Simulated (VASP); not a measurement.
# AgBr (Fm-3m) in VASP: a series of runs

AgBr is run at these levels: PBEsol; tasks: electric field gradients.

Program: VASP 6.6.1. These are calculated values, not measurements. Logs are shortened: lines on timing, memory, paths and dates and some standing lists are left out, and cuts for length are marked.

## (1) The cell of the first run

Symmetry: Fm-3m, No. 225, cubic system. Conventional cell: a = 5.772 Å, b = 5.772 Å, c = 5.772 Å, α = 90.00°, β = 90.00°, γ = 90.00°. Ag (site symmetry m-3m) has 6 Br at 2.89 Å within 3.8 Å. Within 3.8 Å of Br (site symmetry m-3m) lie 6 Ag at 2.89 Å.

## (2) Electric field gradients, PBEsol

INCAR

```
PREC     = Accurate       # precision mode
ENCUT    = 400            # plane-wave cutoff, eV
EDIFF    = 1E-8           # SCF threshold, eV
ISMEAR   = -1             # smearing method
SIGMA    = 0.02           # smearing width, eV
LREAL    = False          # projectors in reciprocal space
LASPH    = True           # aspherical terms in the spheres
NELM     = 120            # most SCF steps
ALGO     = Normal         # electronic algorithm
ISIF     = 2              # what is computed and relaxed
LWAVE    = False          # write WAVECAR
LCHARG   = False          # write CHGCAR
GGA      = PS             # functional
LEFG     = True         
NBANDS   = 16             # bands
GGA_COMPAT= False
```

KPOINTS

```
Automatic mesh
0
Gamma
  7 7 7
```

POSCAR

```
AgBr
1.0
    0.0000000000      2.8860500000      2.8860500000
    2.8860500000      0.0000000000      2.8860500000
    2.8860500000      2.8860500000      0.0000000000
Ag Br
1 1
Direct
    0.5000000000      0.5000000000      0.5000000000
    0.0000000000      0.0000000000      0.0000000000
```

Potentials or basis: VASP PAW PBE potentials, release 64 (Ag, Br).

On the command line:

```bash
cat potpaw_PBE.64/Ag/POTCAR potpaw_PBE.64/Br/POTCAR > POTCAR
mpirun -np 1 vasp_std > vasp.out
```

OUTCAR:

```text
PREC = Accurate
   ENCUT = 400
   EDIFF = 1E-8
   ISMEAR = -1
   LREAL = False
   LASPH = True
   NELM = 120
   ISIF = 2
   GGA = PS

 ion  position               nearest neighbor table
   1  0.500  0.500  0.500-   2 2.89   2 2.89   2 2.89   2 2.89   2 2.89   2 2.89
   2  0.000  0.000  0.000-   1 2.89   1 2.89   1 2.89   1 2.89   1 2.89   1 2.89

  LATTYP: Found a face centered cubic cell.
 ALAT       =     5.7721000000

  Lattice vectors:

 A1 = (   0.0000000000,   2.8860500000,   2.8860500000)
 A2 = (   2.8860500000,   0.0000000000,   2.8860500000)
 A3 = (   2.8860500000,   2.8860500000,   0.0000000000)

Analysis of symmetry for initial positions (statically):
=====================================================================
 Subroutine PRICEL returns:
 Original cell was already a primitive cell.

 Routine SETGRP: Setting up the symmetry group for a
 face centered cubic supercell.

 Subroutine GETGRP returns: Found 48 space group operations
 (whereof 48 operations were pure point group operations)
 out of a pool of 48 trial point group operations.

The static configuration has the point symmetry O_h .

Analysis of symmetry for dynamics (positions and initial velocities):
=====================================================================
 Subroutine PRICEL returns:
 Original cell was already a primitive cell.

 Routine SETGRP: Setting up the symmetry group for a
 face centered cubic supercell.

 Subroutine GETGRP returns: Found 48 space group operations
 (whereof 48 operations were pure point group operations)
 out of a pool of 48 trial point group operations.

The dynamic configuration has the point symmetry O_h .

 Subroutine INISYM returns: Found 48 space group operations
 (whereof 48 operations are pure point group operations),
 and found     1 'primitive' translations

----------------------------------------------------------------------------------------

                                     Primitive cell

  volume of cell :      48.0775

[... 113 lines left out ...]
   LRPA    =     F    only Hartree local field effects (RPA)
 non-spin polarized calculation
  energy-cutoff  :      400.00
  volume of cell :       48.08
 maximum number of plane-waves:       893
   NGX = 13   NGY = 13   NGZ = 13

 number of electron      17.9999993 magnetization

 Free energy of the ion-electron system (eV)
  ---------------------------------------------------
  ext. energy  EPLUGINS =         0.00000000
  ---------------------------------------------------
  free energy    TOTEN  =        -5.67886671 eV

  energy without entropy =       -5.67886670  energy(sigma->0) =       -5.67886670

 E-fermi :   3.5485     XC(G=0): -10.0034

 val. band max:        3.2262670641   @ k =   0.4286   0.0000   0.0000
 cond. band min:       3.8045444678   @ k =   0.0000   0.0000   0.0000
 fundamental gap:      0.5782774037
 Fermi energy:         3.5485052432

 k-point     1 :       0.0000    0.0000    0.0000
  band No.  band energies     occupation
      1     -11.7085      2.00000
      2       0.5455      2.00000
      3       0.5455      2.00000
      4       0.5466      2.00000
      5       0.5466      2.00000
      6       0.5466      2.00000
[... 357 lines left out ...]
      3      -0.6721      2.00000
      4      -0.5531      2.00000
      5       0.8101      2.00000
      6       0.9057      2.00000
[... 8 lines left out ...]
     15      15.9284      0.00000
     16      18.4469      0.00000

------------------------ aborting loop because EDIFF is reached ----------------------------------------

  FORCE on cell =-STRESS in cart. coord.  units (eV):
  Direction    XX          YY          ZZ          XY          YZ          ZX
  --------------------------------------------------------------------------------------
  -------------------------------------------------------------------------------------
  Total       -0.7627721     -0.7627721     -0.7627721     -0.0000000      0.0000000     -0.0000000
  in kB      -25.4193148    -25.4193148    -25.4193148     -0.0000000      0.0000000     -0.0000000
  external PRESSURE =     -25.4193148 kB  Pullay stress =       0.0000000 kB

 VOLUME and BASIS-vectors are now :
 -----------------------------------------------------------------------------
  energy-cutoff  :      400.00
  volume of cell :       48.08
      direct lattice vectors                 reciprocal lattice vectors
     0.000000000  2.886050000  2.886050000    -0.173247172  0.173247172  0.173247172
     2.886050000  0.000000000  2.886050000     0.173247172 -0.173247172  0.173247172
     2.886050000  2.886050000  0.000000000     0.173247172  0.173247172 -0.173247172

 POSITION                                       TOTAL-FORCE (eV/Angst)
 -----------------------------------------------------------------------------------
      2.88605      2.88605      2.88605        -0.000000     -0.000000     -0.000000
      0.00000      0.00000      0.00000         0.000000      0.000000      0.000000
 -----------------------------------------------------------------------------------
    total drift:                                0.000000      0.000000      0.000000

  FREE ENERGIE OF THE ION-ELECTRON SYSTEM (eV)
  ---------------------------------------------------
  free  energy   TOTEN  =        -5.6788667060 eV

  energy  without entropy=       -5.6788666959  energy(sigma->0) =       -5.67886670

 Electric field gradients (V/A^2)
---------------------------------------------------------------------
 ion       V_xx      V_yy      V_zz      V_xy      V_xz      V_yz
---------------------------------------------------------------------
   1       0.000     0.000     0.000    -0.001    -0.001    -0.001
   2      -0.000    -0.000    -0.000     0.000     0.000     0.000
---------------------------------------------------------------------

 Electric field gradients after diagonalization (V/A^2)
 (convention: |V_zz| > |V_xx| > |V_yy|)
----------------------------------------------------------------------
 ion       V_xx      V_yy      V_zz     asymmetry (V_yy - V_xx)/ V_zz
----------------------------------------------------------------------
   1       0.001     0.001    -0.003       0.000
   2      -0.000    -0.000     0.001       0.000
----------------------------------------------------------------------

           NMR quadrupolar parameters

 Cq : quadrupolar parameter    Cq=e*Q*V_zz/h
 eta: asymmetry parameters     (V_yy - V_xx)/ V_zz
 Q  : nuclear electric quadrupole moment in mb (millibarn)
----------------------------------------------------------------------
 ion       Cq(MHz)       eta       Q (mb)
----------------------------------------------------------------------
   1      -0.000       0.000       1.000
   2       0.000       0.000       1.000
----------------------------------------------------------------------
```

OSZICAR:

```text
N       E                     dE             d eps       ncg     rms          rms(c)
DAV:   1     0.723082578259E+02    0.72308E+02   -0.73253E+03   648   0.816E+02
DAV:   2    -0.369072632762E+01   -0.75999E+02   -0.70349E+02   800   0.184E+02
DAV:   3    -0.580112256777E+01   -0.21104E+01   -0.21051E+01   768   0.309E+01
DAV:   4    -0.580880306190E+01   -0.76805E-02   -0.76802E-02   832   0.215E+00
DAV:   5    -0.580886839661E+01   -0.65335E-04   -0.65334E-04   784   0.190E-01    0.604E+00
DAV:   6    -0.568290753011E+01    0.12596E+00   -0.26350E-01   776   0.697E+00    0.394E+00
DAV:   7    -0.567960352053E+01    0.33040E-02   -0.44262E-02   704   0.140E+00    0.171E+00
DAV:   8    -0.567889436465E+01    0.70916E-03   -0.31606E-03   792   0.543E-01    0.255E-01
DAV:   9    -0.567885787972E+01    0.36485E-04   -0.33281E-04   728   0.219E-01    0.429E-02
DAV:  10    -0.567886412928E+01   -0.62496E-05   -0.22236E-05   832   0.673E-02    0.197E-02
DAV:  11    -0.567886697187E+01   -0.28426E-05   -0.65242E-06   760   0.207E-02    0.555E-03
DAV:  12    -0.567886671627E+01    0.25560E-06   -0.65635E-07   768   0.686E-03    0.214E-03
DAV:  13    -0.567886670807E+01    0.81964E-08   -0.12401E-07   752   0.234E-03    0.626E-04
DAV:  14    -0.567886670597E+01    0.21062E-08   -0.89663E-09   520   0.563E-04
   1 F= -.56788667E+01 E0= -.56788667E+01  d E =-.100525E-07
```

stdout:

```text
POSCAR found type information on POSCAR AgBr
 POSCAR found :  2 types and       2 ions
 scaLAPACK will be used
 -----------------------------------------------------------------------------
|                                                                             |
|                                                                             |
|     You enforced a specific xc type in the INCAR file but a different       |
|     I HOPE YOU KNOW WHAT YOU ARE DOING!                                     |
|                                                                             |
 -----------------------------------------------------------------------------

 LDA part: xc-table for (Slater+PW92), standard interpolation
 POSCAR, INCAR and KPOINTS ok, starting setup
 FFT: planning ... GRIDC
 FFT: planning ... GRID_SOFT
 FFT: planning ... GRID
 WAVECAR not read
 entering main loop
ion   1

ion   2
```

Wall time 22 s (1 thread of Intel Xeon 8259CL, shared host); peak memory 0.16 GiB.

What came out:

```
Free energy            : -5.6789 eV
Pressure               : -2.5 GPa
Band gap on the k mesh : 0.58 eV, indirect (least direct gap 2.40 eV)
```

Levels at points of the mesh, in eV from the valence-band top:
```tsv
k point	band 6	band 7	band 8	band 9	band 10	band 11	band 12	band 13
(0.00, 0.00, 0.00)	-2.68	-1.82	-1.82	-1.82	0.58	9.89	9.89	9.89
```

Caveat: without QUAD_EFG the Cq values of the log hold for a quadrupole moment of 1 mb, not for the nuclei; the PAW data sets were made with another functional, which shifts forces and pressure a little.

## (3) Electric field gradients, PBEsol (volume scaled by 0.94)

INCAR

```
ALGO = Normal ; EDIFF = 1E-8
ENCUT = 400 ; GGA = PS
GGA_COMPAT = F ; ISIF = 2
ISMEAR = -1 ; LASPH = T
LCHARG = F ; LEFG = T
LREAL = F ; LWAVE = F
NBANDS = 16 ; NELM = 120
PREC = Accurate ; SIGMA = 0.02
```

KPOINTS

```
k-points
0
Gamma
  7 7 7
```

POSCAR

```
AgBr
1.0
    0.0000000000      2.8271344891      2.8271344891
    2.8271344891      0.0000000000      2.8271344891
    2.8271344891      2.8271344891      0.0000000000
Ag Br
1 1
Direct
    0.5000000000      0.5000000000      0.5000000000
    0.0000000000      0.0000000000      0.0000000000
```

Potentials or basis: VASP PAW PBE potentials, release 64 (Ag, Br).

On the command line:

```bash
cat potpaw_PBE.64/Ag/POTCAR potpaw_PBE.64/Br/POTCAR > POTCAR
mpirun -np 1 vasp_std > vasp.out
```

OUTCAR:

```text
EDIFF = 1E-8
   ENCUT = 400
   GGA = PS
   ISIF = 2
   ISMEAR = -1
   LASPH = T
   LREAL = F
   NELM = 120
   PREC = Accurate

 ion  position               nearest neighbor table
   1  0.500  0.500  0.500-   2 2.83   2 2.83   2 2.83   2 2.83   2 2.83   2 2.83
   2  0.000  0.000  0.000-   1 2.83   1 2.83   1 2.83   1 2.83   1 2.83   1 2.83

  LATTYP: Found a face centered cubic cell.
 ALAT       =     5.6542689782

  Lattice vectors:

 A1 = (   0.0000000000,   2.8271344891,   2.8271344891)
 A2 = (   2.8271344891,   0.0000000000,   2.8271344891)
 A3 = (   2.8271344891,   2.8271344891,   0.0000000000)

Analysis of symmetry for initial positions (statically):
=====================================================================
 Subroutine PRICEL returns:
 Original cell was already a primitive cell.

 Routine SETGRP: Setting up the symmetry group for a
 face centered cubic supercell.

 Subroutine GETGRP returns: Found 48 space group operations
[... 560 lines left out ...]
  volume of cell :       45.19
      direct lattice vectors                 reciprocal lattice vectors
     0.000000000  2.827134489  2.827134489    -0.176857522  0.176857522  0.176857522
     2.827134489  0.000000000  2.827134489     0.176857522 -0.176857522  0.176857522
     2.827134489  2.827134489  0.000000000     0.176857522  0.176857522 -0.176857522

 POSITION                                       TOTAL-FORCE (eV/Angst)
 -----------------------------------------------------------------------------------
      2.82713      2.82713      2.82713         0.000000      0.000000      0.000000
      0.00000      0.00000      0.00000        -0.000000     -0.000000     -0.000000
 -----------------------------------------------------------------------------------
    total drift:                                0.000000      0.000000      0.000000

  FREE ENERGIE OF THE ION-ELECTRON SYSTEM (eV)
  ---------------------------------------------------
  free  energy   TOTEN  =        -5.6964584501 eV

  energy  without entropy=       -5.6964584403  energy(sigma->0) =       -5.69645845

 Electric field gradients (V/A^2)
---------------------------------------------------------------------
 ion       V_xx      V_yy      V_zz      V_xy      V_xz      V_yz
---------------------------------------------------------------------
   1       0.000    -0.000     0.000    -0.002    -0.002    -0.002
   2       0.000    -0.000     0.000    -0.000    -0.000    -0.000
---------------------------------------------------------------------

 Electric field gradients after diagonalization (V/A^2)
 (convention: |V_zz| > |V_xx| > |V_yy|)
----------------------------------------------------------------------
 ion       V_xx      V_yy      V_zz     asymmetry (V_yy - V_xx)/ V_zz
----------------------------------------------------------------------
   1       0.002     0.002    -0.003       0.000
   2       0.000     0.000    -0.000       0.000
----------------------------------------------------------------------

           NMR quadrupolar parameters

 Cq : quadrupolar parameter    Cq=e*Q*V_zz/h
 eta: asymmetry parameters     (V_yy - V_xx)/ V_zz
 Q  : nuclear electric quadrupole moment in mb (millibarn)
----------------------------------------------------------------------
 ion       Cq(MHz)       eta       Q (mb)
----------------------------------------------------------------------
   1      -0.000       0.000       1.000
   2      -0.000       0.000       1.000
----------------------------------------------------------------------
```

OSZICAR:

```text
N       E                     dE             d eps       ncg     rms          rms(c)
DAV:   1     0.761633014066E+02    0.76163E+02   -0.72689E+03   640   0.822E+02
DAV:   2    -0.372428526503E+01   -0.79888E+02   -0.73894E+02   784   0.192E+02
DAV:   3    -0.581880854645E+01   -0.20945E+01   -0.20901E+01   784   0.315E+01
DAV:   4    -0.582603579932E+01   -0.72273E-02   -0.72270E-02   824   0.213E+00
DAV:   5    -0.582609492480E+01   -0.59125E-04   -0.59126E-04   752   0.187E-01    0.718E+00
DAV:   6    -0.570067696794E+01    0.12542E+00   -0.26915E-01   768   0.711E+00    0.465E+00
DAV:   7    -0.569723506566E+01    0.34419E-02   -0.43944E-02   704   0.139E+00    0.186E+00
DAV:   8    -0.569650123654E+01    0.73383E-03   -0.27718E-03   776   0.514E-01    0.267E-01
DAV:   9    -0.569645168152E+01    0.49555E-04   -0.31396E-04   800   0.199E-01    0.441E-02
DAV:  10    -0.569645536952E+01   -0.36880E-05   -0.14672E-05   800   0.527E-02    0.181E-02
DAV:  11    -0.569645868502E+01   -0.33155E-05   -0.57636E-06   792   0.191E-02    0.617E-03
DAV:  12    -0.569645845871E+01    0.22631E-06   -0.38017E-07   736   0.586E-03    0.237E-03
DAV:  13    -0.569645845419E+01    0.45259E-08   -0.16980E-07   752   0.260E-03    0.689E-04
DAV:  14    -0.569645845009E+01    0.40966E-08   -0.15528E-09   464   0.316E-04
   1 F= -.56964585E+01 E0= -.56964584E+01  d E =-.978623E-08
```

Run time: 29 s. Hardware: 1 thread of Intel Xeon 8259CL, shared host; peak memory 0.16 GiB.

Results:

- Free energy: -5.6965 eV
- Pressure: 0.4 GPa
- Band gap on the k mesh: 0.58 eV, indirect (least direct gap 2.61 eV)

Levels at points of the mesh, in eV from the valence-band top:
```
           k point  band 7  band 8  band 9  band 10  band 11  band 12
(0.00, 0.00, 0.00)   -2.04   -2.04   -2.04     0.58     9.88     9.88
```

Caveat: without QUAD_EFG the Cq values of the log hold for a quadrupole moment of 1 mb, not for the nuclei; the PAW data sets were made with another functional, which shifts forces and pressure a little.

[end of part 1 of 2]
